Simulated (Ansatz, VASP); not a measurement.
## Two plane-wave programs on V

```
V
1.0
     2.60429    0.00000    0.00000
    -1.30215    2.25538    0.00000
     0.00000    0.00000    4.72334
V
2
Direct
  0.66667 0.33333 0.65473
  0.33333 0.66667 0.25000
```

Alike in both runs: task single point; functional PBE; k mesh 21 × 21 × 10; occupations gaussian, width 0.15 eV; no spin polarisation.

```csv
,VASP,Ansatz
version,VASP 6.6.1,Ansatz 0.2.0
potentials or method,"VASP PAW PBE potentials, release 64 (V_sv), cutoff 520 eV","scalar-relativistic, plane waves, PAW"
valence electrons in the cell,26,26
```

|  | VASP | Ansatz | Ansatz less VASP |
| --- | --- | --- | --- |
| gap on the k mesh at the Fermi level (eV) | none | none | - |
| pressure (GPa) | 16.4 | 16.0 | -0.35 |
| traceless stress, the component that is largest in VASP (GPa) | -3.57 | -3.72 | -0.153 |
| rms of the force components (eV/Å) | 2.092 | 2.067 | -0.0248 |

Atom by atom the forces differ by 0.025 eV/Å (rms over components). A gap of «none» marks a metal or a gap that the smearing closes.
